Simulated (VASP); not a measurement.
Set up this calculation in VASP 6.6.1, as the native input.

```
Task                   : single point
Functional             : PBE
Potentials or basis    : VASP PAW PBE potentials, release 64 (Na_pv, W_sv)
Cutoff                 : 520 eV
k mesh                 : 6 × 6 × 4
Occupations            : gaussian, width 0.1 eV
Spin                   : no spin polarisation
Dipole correction      : no
Further INCAR settings : ALGO = Normal; EDIFF = 1e-06; NBANDS = 18
```

The structure of NaW lies in POSCAR:

```
NaW
1.0
    2.7596083811      0.0000000000      0.0000000000
   -1.3798041906      2.3898909625      0.0000000000
    0.0000000000      0.0000000000      5.9289688875
Na W
1 1
Direct
    0.0000000000      0.0000000000      0.5000000000
    0.0000000000      0.0000000000      0.0000000000
```

The cell was generated, and may not be a known phase.

The input as run:

INCAR

```
  PREC = Accurate
  ENCUT = 520
  EDIFF = 1E-6
  ISMEAR = 0
  SIGMA = 0.1
  LREAL = False
  LASPH = True
  NELM = 100
  ALGO = Normal
  ISIF = 2
  LWAVE = False
  LCHARG = False
  GGA = PE
  NBANDS = 18
```

KPOINTS

```
Automatic mesh
0
Gamma
  6 6 4
```

Potentials or basis: VASP PAW PBE potentials, release 64 (Na_pv, W_sv).

Run with:

```bash
$ cat potpaw_PBE.64/Na_pv/POTCAR potpaw_PBE.64/W_sv/POTCAR > POTCAR
$ mpirun -np 1 vasp_std > vasp.out
```

It gave:

- Pressure: 0.1 GPa
- Band gap on the k mesh: zero (an odd number of electrons rules out a gap without spin polarisation)

Caveat: the k points lie up to 0.44 Å⁻¹ apart, too coarse for converged energies and pressures of a metal; spin-orbit coupling is left out, which moves the levels of the heavy elements.

Wall time 15 s on 1 thread of Oxide Virtual Turin-like Processor, on a shared host, peak memory 0.14 GiB.
